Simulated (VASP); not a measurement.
# Hf (P6/mmm) in VASP: a series of runs

Runs on Hf. Level: PBEsol. Tasks: relaxation of cell and atoms.

Everything below comes from runs of VASP 6.6.1. Logs are shortened: lines on timing, memory, paths and dates and some standing lists are left out, and cuts for length are marked.

## Step 1: The cell of the first run

It takes space group P6/mmm (No. 191, hexagonal). Conventional cell: a = 4.962 Å, b = 4.962 Å, c = 3.086 Å, α = 90.00°, β = 90.00°, γ = 120.00°. Hf (site symmetry 6/mmm) has 14 Hf at 3.09 to 3.25 Å within 4.1 Å. Hf (site symmetry -6m2) has 11 Hf at 2.87 to 3.25 Å within 3.8 Å.

## Step 2: Relaxation of cell and atoms, PBEsol

File INCAR:

```
PREC     = Accurate       # precision mode
ENCUT    = 600            # plane-wave cutoff, eV
EDIFF    = 1E-7           # SCF threshold, eV
ISMEAR   = -1             # smearing method
SIGMA    = 0.05           # smearing width, eV
LREAL    = False          # projectors in reciprocal space
LASPH    = True           # aspherical terms in the spheres
NELM     = 100            # most SCF steps
ALGO     = Fast           # electronic algorithm
ISIF     = 3              # what is computed and relaxed
LWAVE    = False          # write WAVECAR
LCHARG   = False          # write CHGCAR
GGA      = PS             # functional
IBRION   = 2              # ionic algorithm
NSW      = 60             # ionic steps
EDIFFG   = -0.01          # ionic threshold
```

File KPOINTS:

```
regular mesh
0
Gamma
  6 6 9
```

File POSCAR:

```
Hf
1.0
    4.9623295440      0.0000000000      0.0000000000
   -2.4811647720      4.2975034470      0.0000000000
    0.0000000000      0.0000000000      3.0862322500
Hf
3
Direct
    0.0000000000      0.0000000000      0.0000000000
    0.3333333333      0.6666666667      0.5000000000
    0.6666666667      0.3333333333      0.5000000000
```

Potentials or basis: VASP PAW PBE potentials, release 64 (Hf_pv).

Launch:

```console
> cat potpaw_PBE.64/Hf_pv/POTCAR > POTCAR
> mpirun -np 1 vasp_std > vasp.out
```

OUTCAR:

```text
PREC = Accurate
   ENCUT = 600
   EDIFF = 1E-7
   ISMEAR = -1
   LREAL = False
   LASPH = True
   NELM = 100
   ISIF = 3
   GGA = PS
   IBRION = 2
   NSW = 60
   EDIFFG = -0.01

 ion  position               nearest neighbor table
   1  0.000  0.000  0.000-   2 3.25   3 3.25   2 3.25   3 3.25   2 3.25   2 3.25   3 3.25   3 3.25
                             3 3.25   3 3.25   2 3.25   2 3.25
   2  0.333  0.667  0.500-   3 2.87   3 2.87   3 2.87   1 3.25   1 3.25   1 3.25   1 3.25   1 3.25
                             1 3.25
   3  0.667  0.333  0.500-   2 2.87   2 2.87   2 2.87   1 3.25   1 3.25   1 3.25   1 3.25   1 3.25
                             1 3.25

  LATTYP: Found a hexagonal cell.
 ALAT       =     4.9623295440
 C/A-ratio  =     0.6219321435

  Lattice vectors:

 A1 = (   4.9623295440,   0.0000000000,   0.0000000000)
 A2 = (  -2.4811647720,   4.2975034470,   0.0000000000)
 A3 = (   0.0000000000,   0.0000000000,   3.0862322500)

Analysis of symmetry for initial positions (statically):
=====================================================================
 Subroutine PRICEL returns:
 Original cell was already a primitive cell.

 Routine SETGRP: Setting up the symmetry group for a
 hexagonal supercell.

 Subroutine GETGRP returns: Found 24 space group operations
 (whereof 24 operations were pure point group operations)
 out of a pool of 24 trial point group operations.

The static configuration has the point symmetry D_6h.

Analysis of symmetry for dynamics (positions and initial velocities):
=====================================================================
 Subroutine PRICEL returns:
 Original cell was already a primitive cell.

 Routine SETGRP: Setting up the symmetry group for a
 hexagonal supercell.

 Subroutine GETGRP returns: Found 24 space group operations
 (whereof 24 operations were pure point group operations)
 out of a pool of 24 trial point group operations.

The dynamic configuration has the point symmetry D_6h.

 Subroutine INISYM returns: Found 24 space group operations
 (whereof 24 operations are pure point group operations),
 and found     1 'primitive' translations

----------------------------------------------------------------------------------------

                                     Primitive cell

  volume of cell :      65.8158

  direct lattice vectors                    reciprocal lattice vectors
     4.962329544  0.000000000  0.000000000     0.201518257  0.116346620  0.000000000
    -2.481164772  4.297503447  0.000000000     0.000000000  0.232693240  0.000000000
     0.000000000  0.000000000  3.086232250     0.000000000  0.000000000  0.324019685

  length of vectors
     4.962329544  4.962329544  3.086232250     0.232693240  0.232693240  0.324019685

  position of ions in fractional coordinates (direct lattice)
     0.000000000  0.000000000  0.000000000
     0.333333333  0.666666667  0.500000000
     0.666666667  0.333333333  0.500000000

  ion indices of the primitive-cell ions
   primitive index   ion index
                 1           1
                 2           2
                 3           3

----------------------------------------------------------------------------------------

 KPOINTS: regular mesh

Automatic generation of k-mesh.
 Grid dimensions read from file:
 generate k-points for:    6    6    9

 Generating k-lattice:

  Cartesian coordinates                     Fractional coordinates (reciprocal lattice)
     0.033586376  0.019391103  0.000000000     0.166666667  0.000000000  0.000000000
     0.000000000  0.038782207  0.000000000     0.000000000  0.166666667  0.000000000
     0.000000000  0.000000000  0.036002187     0.000000000  0.000000000  0.111111111

  Length of vectors
     0.038782207  0.038782207  0.036002187

  Shift w.r.t. Gamma in fractional coordinates (k-lattice)
     0.000000000  0.000000000  0.000000000

 Subroutine IBZKPT returns following result:
 ===========================================

 Found     35 irreducible k-points:

 Following reciprocal coordinates:
[... 41 lines left out ...]
  external PRESSURE =     -30.5528214 kB  Pullay stress =       0.0000000 kB

 VOLUME and BASIS-vectors are now :
 -----------------------------------------------------------------------------
  energy-cutoff  :      600.00
  volume of cell :       65.82
      direct lattice vectors                 reciprocal lattice vectors
     4.962329544  0.000000000  0.000000000     0.201518257  0.116346620  0.000000000
    -2.481164772  4.297503447  0.000000000     0.000000000  0.232693240  0.000000000
     0.000000000  0.000000000  3.086232250     0.000000000  0.000000000  0.324019685
[... 112 lines left out ...]
 POSITION                                       TOTAL-FORCE (eV/Angst)
 -----------------------------------------------------------------------------------
      4.91257      0.00000      0.00000        -0.000000     -0.000000     -0.000000
     -0.00000      2.83628      1.53060         0.000000     -0.000000      0.000000
      2.45629      1.41814      1.53060         0.000000      0.000000     -0.000000
 -----------------------------------------------------------------------------------
    total drift:                                0.000000     -0.000000      0.000000

  FREE ENERGIE OF THE ION-ELECTRON SYSTEM (eV)
  ---------------------------------------------------
  free  energy   TOTEN  =       -31.4172843398 eV

  energy  without entropy=      -31.3929184831  energy(sigma->0) =      -31.40510141

--------------------------------------- Ionic step        5  -------------------------------------------

 number of electron      30.0000001 magnetization

 Free energy of the ion-electron system (eV)
  ---------------------------------------------------
  ext. energy  EPLUGINS =         0.00000000
  ---------------------------------------------------
  free energy    TOTEN  =       -31.41738512 eV

  energy without entropy =      -31.39309922  energy(sigma->0) =      -31.40524217

 E-fermi :   4.8897     XC(G=0): -11.6097

 val. band max:        4.8709849368   @ k =   0.5000  -0.0000   0.2222
 cond. band min:       4.9004761652   @ k =   0.3333   0.3333   0.2222
 fundamental gap:      0.0294912283
 Fermi energy:         4.8897122204

 k-point     1 :       0.0000    0.0000    0.0000
  band No.  band energies     occupation
      1     -25.6987      2.00000
      2     -25.6987      2.00000
      3     -25.6757      2.00000
      4     -25.6757      2.00000
      5     -25.2551      2.00000
      6     -24.9907      2.00000
[... 11 lines left out ...]
     18       7.0852      0.00000
     19       7.0852      0.00000
[... 485 lines left out ...]
 k-point    24 :       0.3333    0.0000    0.3333
  band No.  band energies     occupation
      1     -25.7658      2.00000
      2     -25.7603      2.00000
      3     -25.6727      2.00000
      4     -25.4834      2.00000
      5     -25.4435      2.00000
      6     -25.3467      2.00000
[... 11 lines left out ...]
     18       6.5501      0.00000
     19       6.5925      0.00000

 [... further k-points ...]
[... 5 lines left out ...]
  --------------------------------------------------------------------------------------
  -------------------------------------------------------------------------------------
  Total        0.0244287      0.0244287      0.0038516      0.0000000     -0.0000000      0.0000000
  in kB        0.6116792      0.6116792      0.0964412      0.0000000     -0.0000000      0.0000000
  external PRESSURE =       0.4399332 kB  Pullay stress =       0.0000000 kB

 VOLUME and BASIS-vectors are now :
 -----------------------------------------------------------------------------
  energy-cutoff  :      600.00
  volume of cell :       63.99
      direct lattice vectors                 reciprocal lattice vectors
     4.909073630 -0.000000000 -0.000000000     0.203704421  0.117608802  0.000000000
    -2.454536815  4.251382473  0.000000000     0.000000000  0.235217604  0.000000000
     0.000000000 -0.000000000  3.065898099     0.000000000 -0.000000000  0.326168701

 POSITION                                       TOTAL-FORCE (eV/Angst)
 -----------------------------------------------------------------------------------
     -2.45454      4.25138      3.06590        -0.000000      0.000000      0.000000
     -0.00000      2.83425      1.53295         0.000000     -0.000000      0.000000
      2.45454      1.41713      1.53295        -0.000000      0.000000     -0.000000
 -----------------------------------------------------------------------------------
    total drift:                                0.000000     -0.000000      0.000000

  FREE ENERGIE OF THE ION-ELECTRON SYSTEM (eV)
  ---------------------------------------------------
  free  energy   TOTEN  =       -31.4173851202 eV

  energy  without entropy=      -31.3930992210  energy(sigma->0) =      -31.40524217

 reached required accuracy - stopping structural energy minimisation
```

Run time: 1.7 min. Hardware: 1 thread of Intel Xeon 6975P-C (Granite Rapids), shared host; peak memory 0.23 GiB.

Results:

| Quantity | Value |
| --- | --- |
| Free energy | -31.4174 eV |
| Relaxed volume | 21.33 Å³/atom |
| Relaxed cell | a = 4.909 Å, b = 4.909 Å, c = 3.066 Å, α = 90.00°, β = 90.00°, γ = 120.00° |
| Space group after relaxing (to 0.05 Å) | P6/mmm (No. 191) |
| Energy gained by relaxing | 6.0 meV/atom |
| Ionic steps | 5 |
| Pressure after relaxing | 0.0 GPa |
| Band gap on the k mesh | zero (band 15 reaches 5.21 eV, above the bottom of band 16 at 4.32 eV) |

Step by step:
```csv
step,energy change (eV),largest force (eV/Å),pressure (GPa),volume (Å³)
1,0.0000,0.0000,-3.06,65.82
2,0.0081,0.0000,4.08,61.91
3,-0.0178,0.0000,0.01,64.02
4,-0.0178,0.0000,0.06,63.98
5,-0.0179,0.0000,0.04,63.99
```

Final structure:
```cif
data_structure
_symmetry_space_group_name_H-M 'P 1'
_symmetry_Int_Tables_number 1
_cell_length_a 4.9091
_cell_length_b 4.9091
_cell_length_c 3.0659
_cell_angle_alpha 90.000
_cell_angle_beta 90.000
_cell_angle_gamma 120.000
_cell_volume 63.99
loop_
_atom_site_label
_atom_site_type_symbol
_atom_site_fract_x
_atom_site_fract_y
_atom_site_fract_z
_atom_site_occupancy
Hf1 Hf 0.00000 0.00000 0.00000 1
Hf2 Hf 0.33333 0.66667 0.50000 1
Hf3 Hf 0.66667 0.33333 0.50000 1
```

Levels at points of the mesh, in eV from the Fermi level:
```csv
k point,band 12,band 13,band 14,band 15,band 16,band 17,band 18,band 19
"(0.00, 0.00, 0.00)",-0.61,-0.61,-0.60,-0.57,-0.57,1.16,2.20,2.20
"(0.50, 0.00, 0.00)",-3.64,-0.50,-0.44,-0.37,0.18,0.91,1.25,1.55
```

Caveat: the PAW data sets were made with another functional, which shifts forces and pressure a little; spin-orbit coupling is left out, which moves the levels of the heavy elements.

## Step 3: Relaxation of cell and atoms, PBEsol, target pressure 2 GPa, at which the enthalpy is minimised

File INCAR:

```
SYSTEM = Hf
PREC = Accurate
ENCUT = 600
EDIFF = 1E-7
ISMEAR = -1
SIGMA = 0.05
LREAL = .FALSE.
LASPH = .TRUE.
NELM = 100
ALGO = Normal
ISIF = 3
LWAVE = .FALSE.
LCHARG = .FALSE.
GGA = PS
IBRION = 2
NSW = 60
EDIFFG = -0.01
PSTRESS = 20.0
```

File KPOINTS:

```
regular mesh
0
G
  6 6 9
  0 0 0
```

POSCAR is that of step 2.

Potentials or basis: VASP PAW PBE potentials, release 64 (Hf_pv).

Launch:

```console
> cat potpaw_PBE.64/Hf_pv/POTCAR > POTCAR
> mpirun -np 1 vasp_std > vasp.out
```

It took 78 s on 1 thread of Intel Xeon 6975P-C (Granite Rapids), shared host; peak memory 0.23 GiB.

Results (log left out):

```
Free energy                                            : -31.4105 eV
Relaxed volume                                         : 20.97 Å³/atom
Relaxed cell                                           : a = 4.881 Å, b = 4.881 Å, c = 3.049 Å, α = 90.00°, β = 90.00°, γ = 120.00°
Space group after relaxing (to 0.05 Å)                 : P6/mmm (No. 191)
Energy change on relaxing (the enthalpy is what falls) : -3.7 meV/atom
Ionic steps                                            : 5
Pressure after relaxing                                : 2.0 GPa
Band gap on the k mesh                                 : zero (band 15 reaches 5.33 eV, above the bottom of band 16 at 4.44 eV)
```

Step by step:
```csv
step,energy change (eV),largest force (eV/Å),pressure (GPa),volume (Å³)
1,0.0000,0.0000,-3.05,65.82
2,0.1129,0.0000,9.71,59.44
3,-0.0116,0.0000,1.95,62.97
4,-0.0109,0.0000,2.05,62.92
5,-0.0110,0.0000,2.04,62.92
```

Final structure:
```
CELL_PARAMETERS angstrom
4.88114 0.00000 0.00000
-2.44057 4.22719 0.00000
0.00000 0.00000 3.04940
ATOMIC_POSITIONS crystal
Hf 0.00000 0.00000 0.00000
Hf 0.33333 0.66667 0.50000
Hf 0.66667 0.33333 0.50000
```

Levels at points of the mesh, in eV from the Fermi level:
```
           k point  band 13  band 14  band 15  band 16  band 17  band 18
(0.00, 0.00, 0.00)    -0.61    -0.60    -0.57    -0.57     1.17     2.22
(0.50, 0.00, 0.00)    -0.53    -0.47    -0.39     0.17     0.92     1.32
```

Caveat: the cell is relaxed towards a set pressure, so the enthalpy falls and the energy may rise; the PAW data sets were made with another functional, which shifts forces and pressure a little; spin-orbit coupling is left out, which moves the levels of the heavy elements.

## Step 4: Relaxation of cell and atoms, PBEsol, target pressure 5 GPa, at which the enthalpy is minimised

File INCAR:

```
SYSTEM = Hf
PREC = Accurate ; ENCUT = 600
EDIFF = 1E-7 ; ISMEAR = -1
SIGMA = 0.05 ; LREAL = .FALSE.
LASPH = .TRUE. ; NELM = 60
ALGO = Normal ; ISIF = 3
LWAVE = .FALSE. ; LCHARG = .FALSE.
GGA = PS ; IBRION = 2
NSW = 60 ; EDIFFG = -0.01
PSTRESS = 50.0
```

File KPOINTS:

```
Automatic mesh
0
G
  6 6 9
  0 0 0
```

POSCAR is that of step 3.

Launch:

```console
> cat potpaw_PBE.64/Hf_pv/POTCAR > POTCAR
> mpirun -np 1 vasp_std > vasp.out
```

Wall time 1.9 min (1 thread of Intel Xeon 6975P-C (Granite Rapids), shared host); peak memory 0.24 GiB.

The run converged. Its results:

```yaml
Free_energy: -31.3783 eV
Relaxed_volume: 20.48 Å³/atom
Relaxed_cell: a = 4.842 Å, b = 4.842 Å, c = 3.026 Å, α = 90.00°, β = 90.00°, γ = 120.00°
Space_group_after_relaxing_to_0.05_Å: P6/mmm (No. 191)
Energy_change_on_relaxing_the_enthalpy_is_what_falls: +7.1 meV/atom
Ionic_steps: 8
Pressure_after_relaxing: 5.0 GPa
Band_gap_on_the_k_mesh: zero (band 15 reaches 5.50 eV, above the bottom of band 16 at 4.62 eV)
```

The path:
| step | energy change (eV) | largest force (eV/Å) | pressure (GPa) | volume (Å³) |
| --- | --- | --- | --- | --- |
| 1 | 0.0000 | 0.0000 | -3.05 | 65.82 |
| 2 | 0.4400 | 0.0000 | 20.02 | 55.86 |
| 3 | 0.0177 | 0.0000 | 4.80 | 61.57 |
| 4 | 0.0205 | 0.0000 | 4.99 | 61.48 |
| 5 | 0.0232 | 0.0000 | 5.18 | 61.40 |
| 6 | 0.0175 | 0.0000 | 4.79 | 61.57 |
| 7 | 0.0193 | 0.0000 | 4.92 | 61.51 |
| 8 | 0.0212 | 0.0000 | 5.05 | 61.45 |

Final structure:
```xyz
3
Lattice="4.8424 0.0000 0.0000 -2.4212 4.1936 0.0000 0.0000 0.0000 3.0261" Properties=species:S:1:pos:R:3 pbc="T T T"
Hf   -2.4212    4.1936    0.0000
Hf    0.0000    2.7958    1.5130
Hf    2.4212    1.3979    1.5130
```

Levels at points of the mesh, in eV from the Fermi level:
| k point | band 12 | band 13 | band 14 | band 15 | band 16 | band 17 | band 18 | band 19 |
| --- | --- | --- | --- | --- | --- | --- | --- | --- |
| (0.00, 0.00, 0.00) | -0.60 | -0.60 | -0.60 | -0.57 | -0.57 | 1.18 | 2.25 | 2.25 |
| (0.50, 0.00, 0.00) | -3.78 | -0.57 | -0.52 | -0.42 | 0.14 | 0.93 | 1.43 | 1.55 |

Caveat: the cell is relaxed towards a set pressure, so the enthalpy falls and the energy may rise; the PAW data sets were made with another functional, which shifts forces and pressure a little; spin-orbit coupling is left out, which moves the levels of the heavy elements.

## Step 5: Relaxation of cell and atoms, PBEsol, target pressure 10 GPa, at which the enthalpy is minimised

File INCAR:

```
SYSTEM = Hf
ALGO = Normal
EDIFF = 1E-7
EDIFFG = -0.01
ENCUT = 600
GGA = PS
IBRION = 2
ISIF = 3
ISMEAR = -1
LASPH = .True.
LCHARG = .False.
LREAL = .False.
LWAVE = .False.
NELM = 60
NSW = 60
PREC = Accurate
PSTRESS = 100.0
SIGMA = 0.05
```

File KPOINTS:

```
k-points
0
Gamma
  6 6 9
  0 0 0
```

POSCAR is that of step 4.

Launch:

```console
> cat potpaw_PBE.64/Hf_pv/POTCAR > POTCAR
> mpirun -np 1 vasp_std > vasp.out
```

Wall time 2.1 min (1 thread of Intel Xeon 6975P-C (Granite Rapids), shared host); peak memory 0.23 GiB.

The run converged. Its results:

| Property | Result |
| --- | --- |
| Free energy | -31.2795 eV |
| Relaxed volume | 19.78 Å³/atom |
| Relaxed cell | a = 4.786 Å, b = 4.786 Å, c = 2.991 Å, α = 90.00°, β = 90.00°, γ = 120.00° |
| Space group after relaxing (to 0.05 Å) | P6/mmm (No. 191) |
| Energy change on relaxing (the enthalpy is what falls) | +40.0 meV/atom |
| Ionic steps | 9 |
| Pressure after relaxing | 10.0 GPa |
| Band gap on the k mesh | zero (band 15 reaches 5.75 eV, above the bottom of band 16 at 4.89 eV) |

The path:
```
step  energy change (eV)  largest force (eV/Å)  pressure (GPa)  volume (Å³)
   1              0.0000                0.0000           -3.05        65.82
   2              1.5258                0.0000           43.31        50.22
   3              0.1022                0.0000            9.25        59.63
   4              0.1177                0.0000            9.90        59.37
   5              0.1255                0.0000           10.22        59.25
   6              0.1127                0.0000            9.71        59.45
   7              0.1172                0.0000            9.89        59.37
   8              0.1218                0.0000           10.08        59.30
   9              0.1200                0.0000           10.00        59.33
```

Final structure:
```
Hf
1.0
     4.78619    0.00000    0.00000
    -2.39310    4.14496    0.00000
     0.00000    0.00000    2.99061
Hf
3
Cartesian
  0.0000 0.0000 0.0000
  0.0000 2.7633 1.4953
  2.3931 1.3817 1.4953
```

Levels at points of the mesh, in eV from the Fermi level:
| k point | band 12 | band 13 | band 14 | band 15 | band 16 | band 17 | band 18 | band 19 |
| --- | --- | --- | --- | --- | --- | --- | --- | --- |
| (0.00, 0.00, 0.00) | -0.61 | -0.59 | -0.59 | -0.56 | -0.56 | 1.20 | 2.29 | 2.29 |
| (0.50, 0.00, 0.00) | -3.90 | -0.64 | -0.59 | -0.47 | 0.11 | 0.95 | 1.55 | 1.60 |

Caveat: the cell is relaxed towards a set pressure, so the enthalpy falls and the energy may rise; the PAW data sets were made with another functional, which shifts forces and pressure a little; spin-orbit coupling is left out, which moves the levels of the heavy elements.

## Step 6: Summary

```tsv
cell	gap on the mesh (eV)	pressure (GPa)
relaxed	none	0.0
relaxed to 2 GPa	none	2.0
relaxed to 5 GPa	none	5.0
relaxed to 10 GPa	none	10.0
```

Alike in all rows: task relaxation of cell and atoms; level PBEsol; potentials or basis VASP PAW PBE potentials, release 64 (Hf_pv); no spin polarisation; k mesh 6 × 6 × 9; cutoff (eV) 600; smearing fermi-dirac 0.05 eV.

Caveats: the PAW data sets were made with another functional, which shifts forces and pressure a little; spin-orbit coupling is left out, which moves the levels of the heavy elements; the cell is relaxed towards a set pressure, so the enthalpy falls and the energy may rise (some runs).

Total energies depend on the potentials used, so only differences within one code and one set of settings carry meaning.
